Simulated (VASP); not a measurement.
Here is a VASP 6.6.1 calculation.

Contents of POSCAR:

```
GaN
1.0
    3.1831500546      0.0000000000      0.0000000000
   -1.5915750273      2.7566888113      0.0000000000
    0.0000000000      0.0000000000      5.1836268250
Ga N
2 2
Direct
    0.3333333333      0.6666666667     -0.0008868441
    0.6666666667      0.3333333333      0.4991131559
    0.3333333333      0.6666666667      0.3758868441
    0.6666666667      0.3333333333      0.8758868441
```

Contents of INCAR.step1:

```
  PREC = Accurate
  ENCUT = 520
  ISMEAR = -1
  SIGMA = 0.02
  LREAL = False
  LASPH = True
  NELM = 80
  NBANDS = 26
  GGA = PE
  ALGO = Normal
  EDIFF = 1E-4
  LWAVE = True
  LCHARG = False
```

INCAR.step2

```
  PREC = Accurate
  ENCUT = 520
  EDIFF = 1E-7
  ISMEAR = -1
  SIGMA = 0.02
  LREAL = False
  LASPH = True
  NELM = 80
  ALGO = Normal
  ISIF = 2
  LWAVE = False
  LCHARG = True
  METAGGA = R2SCAN
  LMIXTAU = True
  LELF = True
  LVHAR = True
  NBANDS = 26
  ISTART = 1
```

Contents of KPOINTS:

```
Automatic mesh
0
Gamma
  12 12 4
```

Potentials or basis: VASP PAW PBE potentials, release 64 (Ga_d, N).

Command:

```bash
$ cat potpaw_PBE.64/Ga_d/POTCAR potpaw_PBE.64/N/POTCAR > POTCAR
$ cp INCAR.step1 INCAR
$ mpirun -np 1 vasp_std > vasp.out
$ cp INCAR.step2 INCAR
$ mpirun -np 1 vasp_std > vasp.out
```

Problem. Predict the band gap on the k mesh.

Solution. 2.34 eV, direct.

Problem. Estimate the pressure.

Solution. 1.1 GPa.

Problem. Estimate the largest force.

Solution. 0.005 eV/Å.

Forces on the atoms (eV/Å):
```
Ga   0.000  0.000  0.005
Ga   0.000  0.000  0.005
N    0.000  0.000 -0.005
N    0.000  0.000 -0.005
```

Caveat: the PAW data sets were made with another functional, which shifts forces and pressure a little.

**Experimental background.**

From “Studying electronic properties in GaN without electrical contacts using γ-γ vs e−-γ Perturbed Angular Correlations”, 2019, pmc:6823545, for a bulk crystal of GaN: band gap 3.503 ± 0.005 eV (direct).

Measured gap of GaN: 3.503 eV (direct; quoted in “Studying electronic properties in GaN without electrical contacts using γ-γ vs e−-γ Perturbed Angular Correlations”, 2019, pmc:6823545). This calculation gives 2.34 eV (-1.16 eV). Spin-orbit coupling on Ga is left out. The value is that of r2SCAN, without temperature or zero-point motion.
